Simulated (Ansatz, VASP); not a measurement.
# Two plane-wave programs on Ag

INCAR

```
SYSTEM = Ag
PREC = Accurate ; ENCUT = 520
EDIFF = 1E-6 ; ISMEAR = -1
SIGMA = 0.1 ; LREAL = .False.
LASPH = .True. ; NELM = 80
ALGO = Normal ; ISIF = 2
LWAVE = .False. ; LCHARG = .True.
GGA = RP ; LELF = .True.
LVHAR = .True. ; NBANDS = 12
```

Contents of KPOINTS:

```
regular mesh
0
Gamma
  21 21 21
  0 0 0
```

POSCAR

```
Ag
1.0
    0.0000000000      2.0777338176      2.0777338176
    2.0777338176      0.0000000000      2.0777338176
    2.0777338176      2.0777338176      0.0000000000
Ag
1
Direct
    0.0000000000      0.0000000000      0.0000000000
```

Input for Ansatz:

```yaml
crystal:
  lattice:
    - [0.0, 2.0777338154, 2.0777338154]
    - [2.0777338154, 0.0, 2.0777338154]
    - [2.0777338154, 2.0777338154, 0.0]
  atoms:
    - { symbol: Ag, position: [0.0, 0.0, 0.0] }
hamiltonian:
  xc: rpbe
  pseudopotentials:
    kind: paw
    azcp:
      Ag: "pseudopotentials/Ag.paw.azcp"
basis:
  ecutwfc: 420
  fft_grid_basis: typed
kpoints:
  mp_grid: { grid: [21, 21, 21], shift: [0, 0, 0] }
magnetization:
  spin_polarized: false
scf:
  occupations: { method: fermi_dirac, width: 0.1 }
output:
  stress: true
```

Alike in both runs: task single point; functional RPBE; k mesh 21 × 21 × 21; occupations fermi-dirac, width 0.1 eV; no spin polarisation.

|  | VASP | Ansatz |
| --- | --- | --- |
| version | VASP 6.6.1 | Ansatz 0.2.0 |
| potentials or method | VASP PAW PBE potentials, release 64 (Ag), cutoff 520 eV | plane waves (420 eV) with PAW, scalar-relativistic |
| valence electrons in the cell | 11 | 19 |

VASP gave:

- pressure (GPa): 3.3

**Question.** Estimate Ansatz's values.

**Answer.** Pressure (GPa): 3.4.

VASP's potentials were made for PBE, not for RPBE. The functional is the same, so the differences come from potentials, cutoffs and numerics. VASP's potentials hold 11 valence electrons a cell and Ansatz's 19, so a difference there can come from the potentials and not from the codes.
